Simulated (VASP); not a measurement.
# ZnO (P6_3/mmc) in VASP: a series of runs, part 2 of 2

VASP 6.6.1.

## Step 4: Single point, PBE (volume changed by +6%)

INCAR reads:

```
SYSTEM = ZnO
PREC = Accurate
ENCUT = 520
EDIFF = 1E-6
ISMEAR = 0
SIGMA = 0.01
LREAL = .FALSE.
LASPH = .TRUE.
NELM = 100
ALGO = Normal
ISIF = 2
LWAVE = .FALSE.
LCHARG = .FALSE.
GGA = PE
NBANDS = 26
```

KPOINTS reads:

```
regular mesh
0
G
  9 9 4
  0 0 0
```

POSCAR reads:

```
ZnO
1.0
    3.5118684862      0.0000000000      0.0000000000
   -1.7559342431      3.0413673238      0.0000000000
    0.0000000000      0.0000000000      4.7085932539
Zn O
2 2
Direct
    0.3333333333      0.6666666667      0.2500000000
    0.6666666667      0.3333333333      0.7500000000
    0.6666666667      0.3333333333      0.2500000000
    0.3333333333      0.6666666667      0.7500000000
```

Potentials or basis: VASP PAW PBE potentials, release 64 (Zn, O).

The run is started by

```bash
cat potpaw_PBE.64/Zn/POTCAR potpaw_PBE.64/O/POTCAR > POTCAR
mpirun -np 1 vasp_std > vasp.out
```

OUTCAR:

```text
SYSTEM = ZnO
   PREC = Accurate
   ENCUT = 520
   EDIFF = 1E-6
   ISMEAR = 0
   LREAL = .FALSE.
   LASPH = .TRUE.
   NELM = 100
   ISIF = 2
   GGA = PE

 ion  position               nearest neighbor table
   1  0.333  0.667  0.250-   3 2.03   3 2.03   3 2.03   4 2.35   4 2.35
   2  0.667  0.333  0.750-   4 2.03   4 2.03   4 2.03   3 2.35   3 2.35
   3  0.667  0.333  0.250-   1 2.03   1 2.03   1 2.03   2 2.35   2 2.35
   4  0.333  0.667  0.750-   2 2.03   2 2.03   2 2.03   1 2.35   1 2.35

  LATTYP: Found a hexagonal cell.
 ALAT       =     3.5118684862
 C/A-ratio  =     1.3407658266

  Lattice vectors:

 A1 = (   3.5118684862,   0.0000000000,   0.0000000000)
 A2 = (  -1.7559342431,   3.0413673238,   0.0000000000)
 A3 = (   0.0000000000,   0.0000000000,   4.7085932539)

Analysis of symmetry for initial positions (statically):
=====================================================================
 Subroutine PRICEL returns:
 Original cell was already a primitive cell.

 Routine SETGRP: Setting up the symmetry group for a
 hexagonal supercell.

 Subroutine GETGRP returns: Found 24 space group operations
 (whereof 12 operations were pure point group operations)
 out of a pool of 24 trial point group operations.

The static configuration has the point symmetry D_3d.
 The point group associated with its full space group is D_6h.

Analysis of symmetry for dynamics (positions and initial velocities):
=====================================================================
 Subroutine PRICEL returns:
 Original cell was already a primitive cell.

 Routine SETGRP: Setting up the symmetry group for a
 hexagonal supercell.

 Subroutine GETGRP returns: Found 24 space group operations
 (whereof 12 operations were pure point group operations)
 out of a pool of 24 trial point group operations.

The dynamic configuration has the point symmetry D_3d.
 The point group associated with its full space group is D_6h.

 Subroutine INISYM returns: Found 24 space group operations
[... 121 lines left out ...]
     AMIX_MAG =   1.60;   BMIX_MAG =  1.00
  volume/ion in A,a.u.               =      12.57        84.85
  Fermi-wavevector in a.u.,A,eV,Ry     =   1.464456  2.767420 29.179469  2.144630
  Thomas-Fermi vector in A             =   2.580430
   LORBIT       =      0    0 simple, 1 ext, 2 COOP (PROOUT), +10 PAW based schemes
   GGA     = PE    functional components
   LHFCALC =     F    Hartree Fock is set to
   AEXX    =    0.0000 exact exchange contribution
   IVDW    =     0    specifies the selected vdW correction
   LEPSILON=     F    determine dielectric tensor
   LRPA    =     F    only Hartree local field effects (RPA)
 non-spin polarized calculation
 Gauss-broadening in eV      SIGMA  =   0.01
  energy-cutoff  :      520.00
  volume of cell :       50.29
 maximum number of plane-waves:      1386
 NGX is ok and might be reduce to    28
   NGX = 13   NGY = 13   NGZ = 17

 number of electron      36.0000000 magnetization

 Free energy of the ion-electron system (eV)
  ---------------------------------------------------
  ext. energy  EPLUGINS =         0.00000000
  ---------------------------------------------------
  free energy    TOTEN  =       -17.53514157 eV

  energy without entropy =      -17.53514157  energy(sigma->0) =      -17.53514157

 E-fermi :   0.6373     XC(G=0): -10.6544

 val. band max:        0.5660517471   @ k =   0.3333   0.3333   0.5000
 cond. band min:       1.3484656672   @ k =   0.0000   0.0000   0.0000
 fundamental gap:      0.7824139201
 Fermi energy:         0.6372635764

 k-point     1 :       0.0000    0.0000    0.0000
  band No.  band energies     occupation
      1     -16.7827      2.00000
      2     -15.8568      2.00000
      3      -4.7942      2.00000
      4      -4.7942      2.00000
      5      -4.7175      2.00000
      6      -4.7175      2.00000
[... 685 lines left out ...]
     25      14.2068      0.00000
     26      14.2068      0.00000

 [... further k-points ...]

------------------------ aborting loop because EDIFF is reached ----------------------------------------

  FORCE on cell =-STRESS in cart. coord.  units (eV):
  Direction    XX          YY          ZZ          XY          YZ          ZX
  --------------------------------------------------------------------------------------
  -------------------------------------------------------------------------------------
  Total       -2.1435412     -2.1435412     -1.5986290      0.0000000      0.0000000      0.0000000
  in kB      -68.2879561    -68.2879561    -50.9283941      0.0000000      0.0000000      0.0000000
  external PRESSURE =     -62.5014354 kB  Pullay stress =       0.0000000 kB

 VOLUME and BASIS-vectors are now :
 -----------------------------------------------------------------------------
  energy-cutoff  :      520.00
  volume of cell :       50.29
      direct lattice vectors                 reciprocal lattice vectors
     3.511868486  0.000000000  0.000000000     0.284748704  0.164399741  0.000000000
    -1.755934243  3.041367324  0.000000000     0.000000000  0.328799482  0.000000000
     0.000000000  0.000000000  4.708593254     0.000000000  0.000000000  0.212377656

 POSITION                                       TOTAL-FORCE (eV/Angst)
 -----------------------------------------------------------------------------------
     -0.00000      2.02758      1.17715         0.000000     -0.000000     -0.000000
      1.75593      1.01379      3.53144         0.000000      0.000000     -0.000000
      1.75593      1.01379      1.17715        -0.000000      0.000000      0.000000
     -0.00000      2.02758      3.53144         0.000000     -0.000000      0.000000
 -----------------------------------------------------------------------------------
    total drift:                               -0.000000      0.000000      0.000000

  FREE ENERGIE OF THE ION-ELECTRON SYSTEM (eV)
  ---------------------------------------------------
  free  energy   TOTEN  =       -17.5351415680 eV

  energy  without entropy=      -17.5351415680  energy(sigma->0) =      -17.53514157
```

It took 42 s on 1 thread of Intel Xeon Platinum 8375C at 2.90GHz (Ice Lake), shared host; peak memory 0.19 GiB.

What came out:

- Free energy: -17.5351 eV
- Pressure: -6.3 GPa
- Band gap on the k mesh: 0.78 eV, indirect (least direct gap 0.81 eV)

 A k mesh can miss the band edges.

## Step 5: Summary

```csv
cell,gap on the mesh (eV),pressure (GPa)
"a = 3.444, b = 3.444, c = 4.618 Å, angles 90.0, 90.0, 120.0°, 4 atoms",0.93,0.9
"a = 3.478, b = 3.478, c = 4.664 Å, angles 90.0, 90.0, 120.0°, 4 atoms",0.86,-3.0
"a = 3.512, b = 3.512, c = 4.709 Å, angles 90.0, 90.0, 120.0°, 4 atoms",0.78,-6.3
```

Alike in all rows: task single point; level PBE; potentials or basis VASP PAW PBE potentials, release 64 (Zn, O); no spin polarisation; k mesh 9 × 9 × 4; cutoff (eV) 520; smearing gaussian 0.01 eV.

Absolute energies hang on the potentials; compare differences alone.
